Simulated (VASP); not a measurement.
A run of VASP 6.6.1 is set up as follows.

INCAR

```
SYSTEM = Nb2IN3
PREC = Accurate
ENCUT = 520
EDIFF = 1E-7
ISMEAR = 0
SIGMA = 0.1
LREAL = .False.
LASPH = .True.
NELM = 80
ALGO = Normal
ISIF = 2
LWAVE = .False.
LCHARG = .False.
GGA = PE
NBANDS = 33
```

Contents of KPOINTS:

```
Automatic mesh
0
Gamma
  12 12 6
  0 0 0
```

POSCAR

```
Nb2IN3
1.0
    3.4243772541      0.0000000000      0.0000000000
    0.0000000000      3.4243772541      0.0000000000
    0.0000000000      0.0000000000      8.1765656217
Nb I N
2 1 3
Direct
    0.5000000000      0.5000000000      0.8912283241
    0.0000000000      0.0000000000      0.1713327237
    0.0000000000      0.0000000000      0.6468068174
    0.5000000000      0.0000000000      0.0116955269
    0.0000000000      0.5000000000      0.0116955269
    0.5000000000      0.5000000000      0.2672401208
```

Potentials or basis: VASP PAW PBE potentials, release 64 (Nb_sv, I, N).

Launch:

```console
$ cat potpaw_PBE.64/Nb_sv/POTCAR potpaw_PBE.64/I/POTCAR potpaw_PBE.64/N/POTCAR > POTCAR
$ mpirun -np 1 vasp_std > vasp.out
```

Task: Estimate the pressure.

Result: -0.2 GPa.

Task: Predict the largest force.

Result: 0.023 eV/Å.

Forces in eV/Å, atoms in the order of the input:
```
Nb   0.000  0.000  0.023
Nb   0.000  0.000 -0.021
I    0.000  0.000  0.005
N    0.000  0.000 -0.001
N    0.000  0.000 -0.001
N    0.000  0.000 -0.005
```
